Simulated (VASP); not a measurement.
# Pd2Pt (P6/mmm) in VASP: single point with PBE

Aim: the single point of Pd2Pt with PBE.

Program: VASP 6.6.1. These are calculated values, not measurements. Logs are shortened: lines on timing, memory, paths and dates and some standing lists are left out, and cuts for length are marked.

## Step 1: The cell of the first run

It takes space group P6/mmm (No. 191, hexagonal). Conventional cell: a = 4.093 Å, b = 4.093 Å, c = 3.610 Å, α = 90.00°, β = 90.00°, γ = 120.00°. Pd (site symmetry -6m2) has 3 Pd at 2.36 Å and 6 Pt at 2.97 Å within 3.1 Å. Pt (site symmetry 6/mmm) has 12 Pd at 2.97 Å and 2 Pt at 3.61 Å within 3.9 Å.

## Step 2: Single point, PBE

INCAR reads:

```
  PREC = Accurate
  ENCUT = 520
  EDIFF = 1E-7
  ISMEAR = 0
  SIGMA = 0.1
  LREAL = False
  LASPH = True
  NELM = 100
  ALGO = Fast
  ISIF = 2
  LWAVE = False
  LCHARG = False
  GGA = PE
  NBANDS = 22
```

KPOINTS reads:

```
regular mesh
0
Gamma
  6 6 6
```

POSCAR reads:

```
Pd2Pt
1.0
    4.0932621000      0.0000000000      0.0000000000
   -2.0466310500      3.5448689600      0.0000000000
    0.0000000000      0.0000000000      3.6097181300
Pd Pt
2 1
Direct
    0.3333333300      0.6666666700      0.0000000000
    0.6666666700      0.3333333300      0.0000000000
    0.0000000000      0.0000000000      0.5000000000
```

Potentials or basis: VASP PAW PBE potentials, release 64 (Pd, Pt).

On the command line:

```
> cat potpaw_PBE.64/Pd/POTCAR potpaw_PBE.64/Pt/POTCAR > POTCAR
> mpirun -np 1 vasp_std > vasp.out
```

OUTCAR:

```text
PREC = Accurate
   ENCUT = 520
   EDIFF = 1E-7
   ISMEAR = 0
   LREAL = False
   LASPH = True
   NELM = 100
   ISIF = 2
   GGA = PE

 ion  position               nearest neighbor table
   1  0.333  0.667  0.000-   2 2.36   2 2.36   2 2.36   3 2.97   3 2.97   3 2.97   3 2.97   3 2.97
                             3 2.97
   2  0.667  0.333  0.000-   1 2.36   1 2.36   1 2.36   3 2.97   3 2.97   3 2.97   3 2.97   3 2.97
                             3 2.97
   3  0.000  0.000  0.500-   1 2.97   2 2.97   1 2.97   2 2.97   1 2.97   1 2.97   2 2.97   2 2.97
                             2 2.97   2 2.97   1 2.97   1 2.97

  LATTYP: Found a hexagonal cell.
 ALAT       =     4.0932621000
 C/A-ratio  =     0.8818683099

  Lattice vectors:

 A1 = (   4.0932621000,   0.0000000000,   0.0000000000)
 A2 = (  -2.0466310500,   3.5448689600,   0.0000000000)
 A3 = (   0.0000000000,   0.0000000000,   3.6097181300)

Analysis of symmetry for initial positions (statically):
=====================================================================
 Subroutine PRICEL returns:
 Original cell was already a primitive cell.

 Routine SETGRP: Setting up the symmetry group for a
 hexagonal supercell.

 Subroutine GETGRP returns: Found 24 space group operations
 (whereof 24 operations were pure point group operations)
 out of a pool of 24 trial point group operations.

The static configuration has the point symmetry D_6h.

Analysis of symmetry for dynamics (positions and initial velocities):
=====================================================================
 Subroutine PRICEL returns:
 Original cell was already a primitive cell.

 Routine SETGRP: Setting up the symmetry group for a
 hexagonal supercell.

 Subroutine GETGRP returns: Found 24 space group operations
 (whereof 24 operations were pure point group operations)
 out of a pool of 24 trial point group operations.

The dynamic configuration has the point symmetry D_6h.

 Subroutine INISYM returns: Found 24 space group operations
 (whereof 24 operations are pure point group operations),
 and found     1 'primitive' translations

----------------------------------------------------------------------------------------

                                     Primitive cell

  volume of cell :      52.3773

  direct lattice vectors                    reciprocal lattice vectors
     4.093262100  0.000000000  0.000000000     0.244303926  0.141048937  0.000000000
    -2.046631050  3.544868960  0.000000000     0.000000000  0.282097875  0.000000000
     0.000000000  0.000000000  3.609718130     0.000000000  0.000000000  0.277029941

  length of vectors
     4.093262100  4.093262097  3.609718130     0.282097875  0.282097875  0.277029941

  position of ions in fractional coordinates (direct lattice)
     0.333333330  0.666666670  0.000000000
     0.666666670  0.333333330  0.000000000
     0.000000000  0.000000000  0.500000000

  ion indices of the primitive-cell ions
   primitive index   ion index
                 1           1
                 2           2
                 3           3

----------------------------------------------------------------------------------------

 KPOINTS: regular mesh

Automatic generation of k-mesh.
 Grid dimensions read from file:
 generate k-points for:    6    6    6

 Generating k-lattice:

  Cartesian coordinates                     Fractional coordinates (reciprocal lattice)
     0.040717321  0.023508156  0.000000000     0.166666667  0.000000000  0.000000000
     0.000000000  0.047016312  0.000000000     0.000000000  0.166666667  0.000000000
     0.000000000  0.000000000  0.046171657     0.000000000  0.000000000  0.166666667

  Length of vectors
     0.047016312  0.047016312  0.046171657

  Shift w.r.t. Gamma in fractional coordinates (k-lattice)
     0.000000000  0.000000000  0.000000000

 Subroutine IBZKPT returns following result:
 ===========================================

 Found     28 irreducible k-points:

 Following reciprocal coordinates:
            Coordinates               Weight
  0.000000  0.000000  0.000000      1.000000
  0.166667  0.000000  0.000000      6.000000
  0.333333  0.000000  0.000000      6.000000
  0.500000  0.000000  0.000000      3.000000
  0.166667  0.166667  0.000000      6.000000
  0.333333  0.166667  0.000000     12.000000
[... 16 lines left out ...]
  0.166667  0.000000  0.500000      6.000000
  0.333333  0.000000  0.500000      6.000000
 [... further k-points ...]
   k-points           NKPTS =     28   k-points in BZ     NKDIM =     28   number of bands    NBANDS=     22
   number of dos      NEDOS =    301   number of ions     NIONS =      3
   total plane-waves  NPLWV =  25200
   dimension x,y,z NGX =    30 NGY =   30 NGZ =   28
   dimension x,y,z NGXF=    60 NGYF=   60 NGZF=   56
   ions per type =               2   1
   NGX,Y,Z   is equivalent  to a cutoff of  12.18, 12.18, 12.90 a.u.
   NGXF,Y,Z  is equivalent  to a cutoff of  24.37, 24.37, 25.79 a.u.
 SYSTEM =  unknown system
   PREC   = accura    normal or accurate (medium, high low for compatibility)
   ISTART =      0    job   : 0-new  1-cont  2-samecut
   ICHARG =      2    charge: 1-file 2-atom 10-const
   ISPIN  =      1    spin polarized calculation?
   LNONCOLLINEAR =      F non collinear calculations
   LSORBIT =      F    spin-orbit coupling
   LASPH  =      T    aspherical Exc in radial PAW
   ENCUT  =  520.0 eV  38.22 Ry    6.18 a.u.   7.61  7.61  6.71*2*pi/ulx,y,z
   NELM   =    100;   NELMIN=  2; NELMDL= -5     # of ELM steps
   EDIFF  = 0.1E-06   stopping-criterion for ELM
   LREAL  =      F    real-space projection
   EDIFFG = 0.1E-05   stopping-criterion for IOM
   NSW    =      0    number of steps for IOM
   IBRION =     -1    ionic relax: 0-MD 1-quasi-New 2-CG
   NFREE  =      0    steps in history (QN), initial steepest desc. (CG)
   ISIF   =      2    stress and relaxation
   ISYM   =      2    0-nonsym 1-usesym 2-fastsym
   POTIM  = 0.5000    time-step for ionic-motion
   TEBEG  =    0.0;   TEEND  =   0.0 temperature during run
   PSTRESS=    0.0 pullay stress
   NELECT =      30.0000    total number of electrons
   NUPDOWN=      -1.0000    fix difference up-down
   EMIN   =  10.00;   EMAX   =-10.00  energy-range for DOS
   EFERMI =   0.00;   METHOD = LEGACY
   ISMEAR =     0;   SIGMA  =   0.10  broadening in eV -4-tet -1-fermi 0-gaus
   EFERMI_NEDOS =   21; number of points for ismear=-14 and -15
   IALGO  =     68    algorithm
   IMIX   =      4    mixing-type and parameters
     AMIX     =   0.40;   BMIX     =  1.00
     AMIX_MAG =   1.60;   BMIX_MAG =  1.00
  volume/ion in A,a.u.               =      17.46       117.82
  Fermi-wavevector in a.u.,A,eV,Ry     =   1.359568  2.569211 25.149348  1.848425
  Thomas-Fermi vector in A             =   2.486305
   LORBIT       =      0    0 simple, 1 ext, 2 COOP (PROOUT), +10 PAW based schemes
   GGA     = PE    functional components
   LHFCALC =     F    Hartree Fock is set to
   AEXX    =    0.0000 exact exchange contribution
   IVDW    =     0    specifies the selected vdW correction
   LEPSILON=     F    determine dielectric tensor
   LRPA    =     F    only Hartree local field effects (RPA)
 non-spin polarized calculation
 RMM-DIIS sequential band-by-band and
 Gauss-broadening in eV      SIGMA  =   0.10
  energy-cutoff  :      520.00
  volume of cell :       52.38
 maximum number of plane-waves:      1442
   NGX = 15   NGY = 15   NGZ = 13

 number of electron      29.9999997 magnetization

 Free energy of the ion-electron system (eV)
  ---------------------------------------------------
  ext. energy  EPLUGINS =         0.00000000
  ---------------------------------------------------
  free energy    TOTEN  =       -14.29303249 eV

  energy without entropy =      -14.25395492  energy(sigma->0) =      -14.27349370

 E-fermi :   7.7975     XC(G=0): -12.2206

 val. band max:        7.7771690480   @ k =   0.1667   0.1667   0.3333
 cond. band min:       7.8196021997   @ k =   0.5000   0.0000   0.0000
 fundamental gap:      0.0424331517
 Fermi energy:         7.7975266482

 k-point     1 :       0.0000    0.0000    0.0000
  band No.  band energies     occupation
      1       0.7785      2.00000
      2       3.1157      2.00000
      3       4.4456      2.00000
      4       4.4456      2.00000
      5       4.6000      2.00000
      6       4.6000      2.00000
[... 14 lines left out ...]
     21      17.7794      0.00000
     22      17.7795      0.00000

 k-point     2 :       0.1667    0.0000    0.0000
  band No.  band energies     occupation
      1       1.1873      2.00000
      2       3.3368      2.00000
      3       3.5422      2.00000
      4       3.8109      2.00000
      5       4.1722      2.00000
      6       4.3155      2.00000
[... 14 lines left out ...]
     21      19.1883      0.00000
     22      20.3097      0.00000

 k-point     3 :       0.3333    0.0000    0.0000
  band No.  band energies     occupation
      1       2.1175      2.00000
      2       2.8856      2.00000
      3       3.4010      2.00000
      4       3.7405      2.00000
      5       3.8854      2.00000
      6       4.3147      2.00000
[... 14 lines left out ...]
     21      20.6090      0.00000
     22      21.9019      0.00000

 k-point     4 :       0.5000    0.0000    0.0000
  band No.  band energies     occupation
      1       2.1471      2.00000
      2       3.2668      2.00000
      3       3.5854      2.00000
      4       3.7009      2.00000
      5       3.9593      2.00000
      6       4.6828      2.00000
[... 14 lines left out ...]
     21      19.9355      0.00000
     22      20.7580      0.00000

 k-point     5 :       0.1667    0.1667    0.0000
  band No.  band energies     occupation
      1       1.8596      2.00000
      2       2.9082      2.00000
      3       3.5630      2.00000
      4       3.7366      2.00000
      5       3.9689      2.00000
      6       4.1020      2.00000
[... 417 lines left out ...]
 k-point    22 :       0.0000    0.0000    0.5000
  band No.  band energies     occupation
      1       2.6044      2.00000
      2       3.3978      2.00000
      3       3.3978      2.00000
      4       3.5947      2.00000
      5       3.5947      2.00000
      6       4.0840      2.00000
[... 14 lines left out ...]
     21      17.8864      0.00000
     22      18.5383      0.00000

 k-point    23 :       0.1667    0.0000    0.5000
  band No.  band energies     occupation
      1       2.6329      2.00000
      2       3.4346      2.00000
      3       3.4549      2.00000
      4       3.4730      2.00000
      5       3.5219      2.00000
      6       4.1286      2.00000
[... 14 lines left out ...]
     21      17.5958      0.00000
     22      18.1213      0.00000

 k-point    24 :       0.3333    0.0000    0.5000
  band No.  band energies     occupation
      1       2.7017      2.00000
      2       3.1970      2.00000
      3       3.2609      2.00000
      4       3.4272      2.00000
      5       3.6382      2.00000
      6       4.7349      2.00000
[... 14 lines left out ...]
     21      17.3845      0.00000
     22      17.7771      0.00000

 [... further k-points ...]
[... 5 lines left out ...]
  --------------------------------------------------------------------------------------
  -------------------------------------------------------------------------------------
  Total        4.3956685      4.3956685     -5.8618535      0.0000000     -0.0000000      0.0000000
  in kB      134.4598087    134.4598085   -179.3091733      0.0000000     -0.0000000      0.0000000
  external PRESSURE =      29.8701480 kB  Pullay stress =       0.0000000 kB

 VOLUME and BASIS-vectors are now :
 -----------------------------------------------------------------------------
  energy-cutoff  :      520.00
  volume of cell :       52.38
      direct lattice vectors                 reciprocal lattice vectors
     4.093262100  0.000000000  0.000000000     0.244303926  0.141048937  0.000000000
    -2.046631050  3.544868960  0.000000000     0.000000000  0.282097875  0.000000000
     0.000000000  0.000000000  3.609718130     0.000000000  0.000000000  0.277029941

 POSITION                                       TOTAL-FORCE (eV/Angst)
 -----------------------------------------------------------------------------------
     -0.00000      2.36325      0.00000        -0.000000     -0.000000     -0.000000
      2.04663      1.18162      0.00000         0.000000     -0.000000      0.000000
      0.00000      0.00000      1.80486        -0.000000      0.000000      0.000000
 -----------------------------------------------------------------------------------
    total drift:                               -0.000000      0.000000     -0.000000

  FREE ENERGIE OF THE ION-ELECTRON SYSTEM (eV)
  ---------------------------------------------------
  free  energy   TOTEN  =       -14.2930324876 eV

  energy  without entropy=      -14.2539549216  energy(sigma->0) =      -14.27349370
```

Run time: 23 s. Hardware: 1 thread of Intel Xeon Platinum 8559C (Emerald Rapids), shared host; peak memory 0.17 GiB.

What came out:

```yaml
Free_energy: -14.2930 eV
Pressure: 3.0 GPa
Band_gap_on_the_k_mesh: zero (band 15 reaches 8.32 eV, above the bottom of band 16 at 7.68 eV)
```

Stress tensor (GPa, compression positive):
```
 13.45   0.00   0.00
  0.00  13.45   0.00
  0.00   0.00 -17.93
```

Caveat: spin-orbit coupling is left out, which moves the levels of the heavy elements.
